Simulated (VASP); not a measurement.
# Mn (Fd-3m) in VASP: a series of runs

The runs below take Mn through single point, with PBE.

Everything below comes from runs of VASP 6.6.1. Logs are shortened: lines on timing, memory, paths and dates and some standing lists are left out, and cuts for length are marked.

**1. The cell of the first run**

It takes space group Fd-3m (No. 227, cubic). Conventional cell: a = 5.135 Å, b = 5.135 Å, c = 5.135 Å, α = 90.00°, β = 90.00°, γ = 90.00°. Within 2.9 Å of Mn (site symmetry -43m) lie 4 Mn at 2.22 Å.

**2. Single point, PBE, collinear spin, antiferromagnetic start**

INCAR reads:

```
PREC = Accurate ; ENCUT = 520
EDIFF = 1E-6 ; ISMEAR = -1
SIGMA = 0.1 ; LREAL = False
LASPH = True ; NELM = 150
ALGO = Normal ; ISIF = 2
LWAVE = False ; LCHARG = False
ISPIN = 2 ; MAGMOM = 2.088 -2.088
LORBIT = 11 ; LMAXMIX = 4
GGA = PE ; NBANDS = 24
```

KPOINTS reads:

```
Automatic mesh
0
Gamma
  6 6 6
```

POSCAR reads:

```
Mn
1.0
    0.0000000000      2.5675223752      2.5675223752
    2.5675223752      0.0000000000      2.5675223752
    2.5675223752      2.5675223752      0.0000000000
Mn
2
Direct
    0.1250000000      0.1250000000      0.1250000000
    0.8750000000      0.8750000000      0.8750000000
```

Potentials or basis: VASP PAW PBE potentials, release 64 (Mn_pv).

Command:

```sh
$ cat potpaw_PBE.64/Mn_pv/POTCAR > POTCAR
$ mpirun -np 1 vasp_std > vasp.out
```

OUTCAR:

```text
PREC = Accurate
   ENCUT = 520
   EDIFF = 1E-6
   ISMEAR = -1
   LREAL = False
   LASPH = True
   NELM = 150
   ISIF = 2
   ISPIN = 2
   LORBIT = 11
   GGA = PE

 ion  position               nearest neighbor table
   1  0.125  0.125  0.125-   2 2.22   2 2.22   2 2.22   2 2.22
   2  0.875  0.875  0.875-   1 2.22   1 2.22   1 2.22   1 2.22

  LATTYP: Found a face centered cubic cell.
 ALAT       =     5.1350447504

  Lattice vectors:

 A1 = (   0.0000000000,   2.5675223752,   2.5675223752)
 A2 = (   2.5675223752,   0.0000000000,   2.5675223752)
 A3 = (   2.5675223752,   2.5675223752,   0.0000000000)

Analysis of symmetry for initial positions (statically):
=====================================================================
 Subroutine PRICEL returns:
 Original cell was already a primitive cell.

 Routine SETGRP: Setting up the symmetry group for a
 face centered cubic supercell.

 Subroutine GETGRP returns: Found 48 space group operations
 (whereof 12 operations were pure point group operations)
 out of a pool of 48 trial point group operations.

The static configuration has the point symmetry D_3d.
 The point group associated with its full space group is O_h .

Analysis of symmetry for dynamics (positions and initial velocities):
=====================================================================
 Subroutine PRICEL returns:
 Original cell was already a primitive cell.

 Routine SETGRP: Setting up the symmetry group for a
 face centered cubic supercell.

 Subroutine GETGRP returns: Found 48 space group operations
 (whereof 12 operations were pure point group operations)
 out of a pool of 48 trial point group operations.

The dynamic configuration has the point symmetry D_3d.
 The point group associated with its full space group is O_h .

Analysis of structural, dynamic, and magnetic symmetry:
=====================================================================
 Subroutine PRICEL returns:
 Original cell was already a primitive cell.

 Routine SETGRP: Setting up the symmetry group for a
 face centered cubic supercell.

 Subroutine GETGRP returns: Found 48 space group operations
 (whereof 12 operations were pure point group operations)
 out of a pool of 48 trial point group operations.

The overall configuration has the point symmetry D_3d.
 The point group associated with its full space group is O_h .

 Subroutine INISYM returns: Found 48 space group operations
 (whereof 12 operations are pure point group operations),
 and found     1 'primitive' translations

----------------------------------------------------------------------------------------

                                     Primitive cell

  volume of cell :      33.8511

  direct lattice vectors                    reciprocal lattice vectors
     0.000000000  2.567522375  2.567522375    -0.194740270  0.194740270  0.194740270
     2.567522375  0.000000000  2.567522375     0.194740270 -0.194740270  0.194740270
     2.567522375  2.567522375  0.000000000     0.194740270  0.194740270 -0.194740270

  length of vectors
     3.631024965  3.631024965  3.631024965     0.337300042  0.337300042  0.337300042

  position of ions in fractional coordinates (direct lattice)
     0.125000000  0.125000000  0.125000000
     0.875000000  0.875000000  0.875000000

  ion indices of the primitive-cell ions
   primitive index   ion index
                 1           1
                 2           2

----------------------------------------------------------------------------------------

 KPOINTS: Automatic mesh

Automatic generation of k-mesh.
 Grid dimensions read from file:
 generate k-points for:    6    6    6

 Generating k-lattice:

  Cartesian coordinates                     Fractional coordinates (reciprocal lattice)
    -0.032456712  0.032456712  0.032456712     0.166666667  0.000000000  0.000000000
     0.032456712 -0.032456712  0.032456712     0.000000000  0.166666667  0.000000000
     0.032456712  0.032456712 -0.032456712     0.000000000  0.000000000  0.166666667

  Length of vectors
     0.056216674  0.056216674  0.056216674

  Shift w.r.t. Gamma in fractional coordinates (k-lattice)
     0.000000000  0.000000000  0.000000000

 Subroutine IBZKPT returns following result:
 ===========================================

 Found     16 irreducible k-points:

 Following reciprocal coordinates:
            Coordinates               Weight
  0.000000  0.000000  0.000000      1.000000
  0.166667  0.000000  0.000000      8.000000
  0.333333  0.000000  0.000000      8.000000
  0.500000  0.000000  0.000000      4.000000
  0.166667  0.166667  0.000000      6.000000
  0.333333  0.166667  0.000000     24.000000
[... 8 lines left out ...]
 -0.333333  0.333333  0.166667     24.000000
 -0.333333  0.500000  0.166667     12.000000
   k-points           NKPTS =     16   k-points in BZ     NKDIM =     16   number of bands    NBANDS=     24
   number of dos      NEDOS =    301   number of ions     NIONS =      2
   total plane-waves  NPLWV =  21952
   dimension x,y,z NGX =    28 NGY =   28 NGZ =   28
   dimension x,y,z NGXF=    56 NGYF=   56 NGZF=   56
   ions per type =               2
   NGX,Y,Z   is equivalent  to a cutoff of  12.82, 12.82, 12.82 a.u.
   NGXF,Y,Z  is equivalent  to a cutoff of  25.64, 25.64, 25.64 a.u.
 SYSTEM =  unknown system
   PREC   = accura    normal or accurate (medium, high low for compatibility)
   ISTART =      0    job   : 0-new  1-cont  2-samecut
   ICHARG =      2    charge: 1-file 2-atom 10-const
   ISPIN  =      2    spin polarized calculation?
   LNONCOLLINEAR =      F non collinear calculations
   LSORBIT =      F    spin-orbit coupling
   LASPH  =      T    aspherical Exc in radial PAW
   ENCUT  =  520.0 eV  38.22 Ry    6.18 a.u.   6.75  6.75  6.75*2*pi/ulx,y,z
   NELM   =    150;   NELMIN=  2; NELMDL= -5     # of ELM steps
   EDIFF  = 0.1E-05   stopping-criterion for ELM
   LREAL  =      F    real-space projection
   EDIFFG = 0.1E-04   stopping-criterion for IOM
   NSW    =      0    number of steps for IOM
   IBRION =     -1    ionic relax: 0-MD 1-quasi-New 2-CG
   NFREE  =      0    steps in history (QN), initial steepest desc. (CG)
   ISIF   =      2    stress and relaxation
   ISYM   =      2    0-nonsym 1-usesym 2-fastsym
   POTIM  = 0.5000    time-step for ionic-motion
   TEBEG  =    0.0;   TEEND  =   0.0 temperature during run
   PSTRESS=    0.0 pullay stress
   NELECT =      26.0000    total number of electrons
   NUPDOWN=      -1.0000    fix difference up-down
   EMIN   =  10.00;   EMAX   =-10.00  energy-range for DOS
   EFERMI =   0.00;   METHOD = LEGACY
   ISMEAR =    -1;   SIGMA  =   0.10  broadening in eV -4-tet -1-fermi 0-gaus
   EFERMI_NEDOS =   21; number of points for ismear=-14 and -15
   IALGO  =     38    algorithm
   IMIX   =      4    mixing-type and parameters
     AMIX     =   0.40;   BMIX     =  1.00
     AMIX_MAG =   1.60;   BMIX_MAG =  1.00
  volume/ion in A,a.u.               =      16.93       114.22
  Fermi-wavevector in a.u.,A,eV,Ry     =   1.499253  2.833178 30.582642  2.247761
  Thomas-Fermi vector in A             =   2.610907
   LORBIT       =     11    0 simple, 1 ext, 2 COOP (PROOUT), +10 PAW based schemes
   GGA     = PE    functional components
   LHFCALC =     F    Hartree Fock is set to
   AEXX    =    0.0000 exact exchange contribution
   IVDW    =     0    specifies the selected vdW correction
   LEPSILON=     F    determine dielectric tensor
   LRPA    =     F    only Hartree local field effects (RPA)
 spin polarized calculation
  energy-cutoff  :      520.00
  volume of cell :       33.85
 maximum number of plane-waves:       941
   NGX = 13   NGY = 13   NGZ = 13

 number of electron      26.0000007 magnetization      -0.0000000

 number of electron      26.0000007 magnetization       0.0000000

 Free energy of the ion-electron system (eV)
  ---------------------------------------------------
  ext. energy  EPLUGINS =         0.00000000
  ---------------------------------------------------
  free energy    TOTEN  =       -15.42322273 eV

  energy without entropy =      -15.38612910  energy(sigma->0) =      -15.40467592

 E-fermi :   5.5410     XC(G=0): -11.1217

 val. band max:        5.4725399479   @ k =   0.1667   0.0000   0.0000
 cond. band min:       5.7660041928   @ k =  -0.1667   0.1667   0.0000
 fundamental gap:      0.2934642450
 Fermi energy:         5.5410037703

 spin component 1

 k-point     1 :       0.0000    0.0000    0.0000
  band No.  band energies     occupation
      1     -43.6233      1.00000
      2     -43.6233      1.00000
      3     -43.6233      1.00000
      4     -41.2070      1.00000
      5     -41.2070      1.00000
      6     -41.2070      1.00000
[... 16 lines left out ...]
     23      18.7016      0.00000
     24      19.6603      0.00000
[... 381 lines left out ...]
      1     -43.6580      1.00000
      2     -43.6560      1.00000
      3     -43.5983      1.00000
      4     -41.2432      1.00000
      5     -41.1778      1.00000
      6     -41.1755      1.00000
[... 16 lines left out ...]
     23      23.3899      0.00000
     24      23.5964      0.00000
 Fermi energy:         5.5410037703

 spin component 2

 k-point     1 :       0.0000    0.0000    0.0000
  band No.  band energies     occupation
      1     -43.6233      1.00000
      2     -43.6233      1.00000
      3     -43.6233      1.00000
      4     -41.2070      1.00000
      5     -41.2070      1.00000
      6     -41.2070      1.00000
[... 16 lines left out ...]
     23      18.7016      0.00000
     24      19.6603      0.00000
[... 382 lines left out ...]
      2     -43.6560      1.00000
      3     -43.5983      1.00000
      4     -41.2432      1.00000
      5     -41.1778      1.00000
      6     -41.1755      1.00000
[... 16 lines left out ...]
     23      23.3899      0.00000
     24      23.5964      0.00000

------------------------ aborting loop because EDIFF is reached ----------------------------------------

  FORCE on cell =-STRESS in cart. coord.  units (eV):
  Direction    XX          YY          ZZ          XY          YZ          ZX
  --------------------------------------------------------------------------------------
  -------------------------------------------------------------------------------------
  Total        0.0959739      0.0959739      0.0959739      0.0000000     -0.0000000     -0.0000000
  in kB        4.5424595      4.5424595      4.5424595      0.0000000     -0.0000000     -0.0000000
  external PRESSURE =       4.5424595 kB  Pullay stress =       0.0000000 kB

 VOLUME and BASIS-vectors are now :
 -----------------------------------------------------------------------------
  energy-cutoff  :      520.00
  volume of cell :       33.85
      direct lattice vectors                 reciprocal lattice vectors
     0.000000000  2.567522375  2.567522375    -0.194740270  0.194740270  0.194740270
     2.567522375  0.000000000  2.567522375     0.194740270 -0.194740270  0.194740270
     2.567522375  2.567522375  0.000000000     0.194740270  0.194740270 -0.194740270

 POSITION                                       TOTAL-FORCE (eV/Angst)
 -----------------------------------------------------------------------------------
      0.64188      0.64188      0.64188         0.000000      0.000000      0.000000
      4.49316      4.49316      4.49316        -0.000000     -0.000000     -0.000000
 -----------------------------------------------------------------------------------
    total drift:                                0.000000      0.000000     -0.000000

  FREE ENERGIE OF THE ION-ELECTRON SYSTEM (eV)
  ---------------------------------------------------
  free  energy   TOTEN  =       -15.4232227265 eV

  energy  without entropy=      -15.3861291047  energy(sigma->0) =      -15.40467592

 total charge

# of ion       s       p       d       tot
------------------------------------------
    1        0.462   6.232   5.173  11.868
    2        0.462   6.232   5.173  11.868
--------------------------------------------------
tot          0.924  12.465  10.347  23.735

 magnetization (x)

# of ion       s       p       d       tot
------------------------------------------
    1        0.059  -0.013   2.220   2.266
    2       -0.059   0.013  -2.220  -2.266
--------------------------------------------------
tot          0.000   0.000   0.000   0.000
```

Run time: 17 s. Hardware: 1 thread of Intel Xeon Platinum 8559C (Emerald Rapids), shared host; peak memory 0.17 GiB.

Results:

```yaml
Free_energy: -15.4232 eV
Pressure: 0.5 GPa
Band_gap_on_the_k_mesh: zero (filled and empty bands touch)
Net_moment: 0.00 μB per cell
Site_moments: Mn +2.27, -2.27 μB
Valence_electrons_inside_the_program's_atomic_spheres: Mn 11.87
```

Levels at points of the mesh, in eV from the Fermi level:
Spin up:
```tsv
k point	band 11	band 12	band 13	band 14	band 15	band 16
(0.00, 0.00, 0.00)	-2.35	-2.35	0.23	0.23	0.23	1.82
(0.50, 0.00, 0.00)	-2.26	-2.26	-1.09	0.72	0.72	1.60
(0.50, 0.50, 0.00)	-1.51	-1.29	-0.97	0.79	1.70	1.70
```
Spin down:
| k point | band 9 | band 10 | band 11 | band 12 | band 13 | band 14 | band 15 | band 16 | band 17 | band 18 |
| --- | --- | --- | --- | --- | --- | --- | --- | --- | --- | --- |
| (0.00, 0.00, 0.00) | -2.57 | -2.35 | -2.35 | -2.35 | 0.23 | 0.23 | 0.23 | 1.82 | 1.82 | 12.92 |
| (0.50, 0.00, 0.00) | -2.52 | -2.29 | -2.26 | -2.26 | -1.09 | 0.72 | 0.72 | 1.60 | 1.60 | 2.65 |
| (0.50, 0.50, 0.00) | -2.20 | -2.20 | -1.51 | -1.29 | -0.97 | 0.79 | 1.70 | 1.70 | 2.31 | 3.22 |

**3. Single point, PBE, collinear spin, antiferromagnetic start (volume scaled by 1.08)**

INCAR reads:

```
SYSTEM = Mn
ALGO = Normal
EDIFF = 1E-7
ENCUT = 520
GGA = PE
ISIF = 2
ISMEAR = -1
ISPIN = 2
LASPH = .True.
LCHARG = .False.
LMAXMIX = 4
LORBIT = 11
LREAL = .False.
LWAVE = .False.
MAGMOM = 1.509 -1.509
NBANDS = 24
NELM = 150
PREC = Accurate
SIGMA = 0.05
```

KPOINTS reads:

```
k-points
0
Gamma
  12 12 12
  0 0 0
```

POSCAR reads:

```
Mn
1.0
    0.0000000000      2.5400956244      2.5400956244
    2.5400956244      0.0000000000      2.5400956244
    2.5400956244      2.5400956244      0.0000000000
Mn
2
Direct
    0.1250000000      0.1250000000      0.1250000000
    0.8750000000      0.8750000000      0.8750000000
```

Potentials or basis: VASP PAW PBE potentials, release 64 (Mn_pv).

Command:

```sh
$ cat potpaw_PBE.64/Mn_pv/POTCAR > POTCAR
$ mpirun -np 1 vasp_std > vasp.out
```

Run time: 76 s. Hardware: 1 thread of Intel Xeon Platinum 8488C (Sapphire Rapids), shared host; peak memory 0.22 GiB.

It converged, with:

```
Free energy                                           : -15.4041 eV
Pressure                                              : 2.4 GPa
Band gap on the k mesh                                : zero (filled and empty bands overlap)
Net moment                                            : 0.00 μB per cell
Site moments                                          : Mn +2.10, -2.10 μB
Valence electrons inside the program's atomic spheres : Mn 11.91
```

Levels at points of the mesh, in eV from the Fermi level:
Spin up:
```
           k point  band 10  band 11  band 12  band 13  band 14  band 15  band 16  band 17
(0.00, 0.00, 0.00)    -2.38    -2.38    -2.38     0.16     0.16     0.16     1.83     1.83
(0.50, 0.00, 0.00)    -2.41    -2.31    -2.31    -1.10     0.69     0.69     1.58     1.58
(0.50, 0.50, 0.00)    -2.24    -1.47    -1.30    -0.99     0.67     1.71     1.71     2.39
```
Spin down:
```tsv
k point	band 9	band 10	band 11	band 12	band 13	band 14	band 15	band 16	band 17	band 18
(0.00, 0.00, 0.00)	-2.64	-2.38	-2.38	-2.38	0.16	0.16	0.16	1.83	1.83	13.21
(0.50, 0.00, 0.00)	-2.57	-2.41	-2.31	-2.31	-1.10	0.69	0.69	1.58	1.58	2.71
(0.50, 0.50, 0.00)	-2.24	-2.24	-1.47	-1.30	-0.99	0.67	1.71	1.71	2.39	3.27
```

Caveat: the cell differs from its parent crystal (volume scaled by 1.08).

**4. Single point, PBE**

This run uses another cell than the first one, of 15.18 Å³/atom, 0.897 times its volume.

INCAR reads:

```
SYSTEM = Mn
ALGO = Normal
EDIFF = 1E-6
ENCUT = 500
GGA = PE
GGA_COMPAT = .FALSE.
ISIF = 2
ISMEAR = -1
LASPH = .TRUE.
LCHARG = .TRUE.
LELF = .TRUE.
LREAL = .FALSE.
LVHAR = .TRUE.
LWAVE = .FALSE.
NBANDS = 20
NELM = 120
PREC = Accurate
SIGMA = 0.1
```

KPOINTS reads:

```
k-points
0
G
  6 6 6
  0 0 0
```

POSCAR reads:

```
Mn
1.0
    0.0000000000      2.4761568714      2.4761568714
    2.4761568714      0.0000000000      2.4761568714
    2.4761568714      2.4761568714      0.0000000000
Mn
2
Direct
    0.1250000000      0.1250000000      0.1250000000
    0.8750000000      0.8750000000      0.8750000000
```

Command:

```sh
$ cat potpaw_PBE.64/Mn_pv/POTCAR > POTCAR
$ mpirun -np 1 vasp_std > vasp.out
```

Wall time 7.7 s (1 thread of Intel Xeon 6975P-C (Granite Rapids), shared host); peak memory 0.15 GiB.

It converged, with:

- Free energy: -15.1973 eV
- Pressure: 0.6 GPa
- Band gap on the k mesh: zero (band 13 reaches 6.48 eV, above the bottom of band 14 at 5.88 eV)

Levels at points of the mesh, in eV from the Fermi level:
| k point | band 10 | band 11 | band 12 | band 13 | band 14 | band 15 | band 16 | band 17 |
| --- | --- | --- | --- | --- | --- | --- | --- | --- |
| (0.00, 0.00, 0.00) | -1.70 | -1.70 | -1.70 | 0.43 | 0.43 | 0.43 | 2.25 | 2.25 |
| (0.50, 0.00, 0.00) | -1.97 | -1.73 | -1.73 | -0.46 | 1.07 | 1.07 | 1.96 | 1.96 |
| (0.50, 0.50, 0.00) | -1.64 | -0.61 | -0.61 | 0.07 | 0.07 | 2.18 | 2.18 | 3.53 |

Caveat: the k points lie up to 0.37 Å⁻¹ apart; the run has no spin polarisation, though such a crystal can be magnetic. Spin polarisation is off, so any magnetic state and its effect on volume and gap are missing.

**5. The runs side by side**

```csv
spin,cell,k mesh,cutoff (eV),smearing,gap on the mesh (eV),pressure (GPa),moment (μB)
"collinear, antiferromagnetic start","a = 3.631 Å, angles 60.0°, 2 atoms",6 × 6 × 6,520,fermi-dirac 0.1 eV,none,0.5,0.00
"collinear, antiferromagnetic start","a = 3.592 Å, angles 60.0°, 2 atoms",12 × 12 × 12,520,fermi-dirac 0.05 eV,none,2.4,0.00
off,"a = 3.502 Å, angles 60.0°, 2 atoms",6 × 6 × 6,500,fermi-dirac 0.1 eV,none,0.6,-
```

Alike in all rows: task single point; level PBE; potentials or basis VASP PAW PBE potentials, release 64 (Mn_pv).

Caveats: some runs use coarse meshes.

Total energies depend on the potentials used, so only differences within one code and one set of settings carry meaning.
